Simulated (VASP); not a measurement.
A run of VASP 6.6.1:

The input INCAR:

```
SYSTEM = Ta2N
ALGO     = Normal         ! electronic algorithm
EDIFF    = 1E-6           ! SCF threshold, eV
ENCUT    = 520            ! plane-wave cutoff, eV
GGA      = PS             ! functional
ISIF     = 2              ! what is computed and relaxed
ISMEAR   = 0              ! smearing method
LASPH    = .TRUE.         ! aspherical terms in the spheres
LCHARG   = .FALSE.        ! write CHGCAR
LREAL    = .FALSE.        ! projectors in reciprocal space
LWAVE    = .FALSE.        ! write WAVECAR
NBANDS   = 20             ! bands
NELM     = 80             ! most SCF steps
PREC     = Accurate       ! precision mode
SIGMA    = 0.15           ! smearing width, eV
```

Contents of KPOINTS:

```
k-points
0
G
  18 18 10
  0 0 0
```

File POSCAR:

```
Ta2N
1.0
    3.0016500023      0.0000000000      0.0000000000
   -1.5008250012      2.5995051552      0.0000000000
    0.0000000000      0.0000000000      4.7026757486
Ta N
2 1
Direct
    0.6666666667      0.3333333333      0.7462554481
    0.3333333333      0.6666666667      0.2537445519
    0.0000000000      0.0000000000      0.0000000000
```

Potentials or basis: VASP PAW PBE potentials, release 64 (Ta_pv, N).

Launch:

```sh
$ cat potpaw_PBE.64/Ta_pv/POTCAR potpaw_PBE.64/N/POTCAR > POTCAR
$ mpirun -np 1 vasp_std > vasp.out
```

Hardware: 1 thread of Intel Xeon 8259CL, on a shared host.

**Question.** Estimate the wall time of this run.

**Answer.** Run time: 4.2 min on 1 thread of Intel Xeon 8259CL, with other jobs on the host, peak memory 0.33 GiB. Counts: scf iterations 13, k points 330.
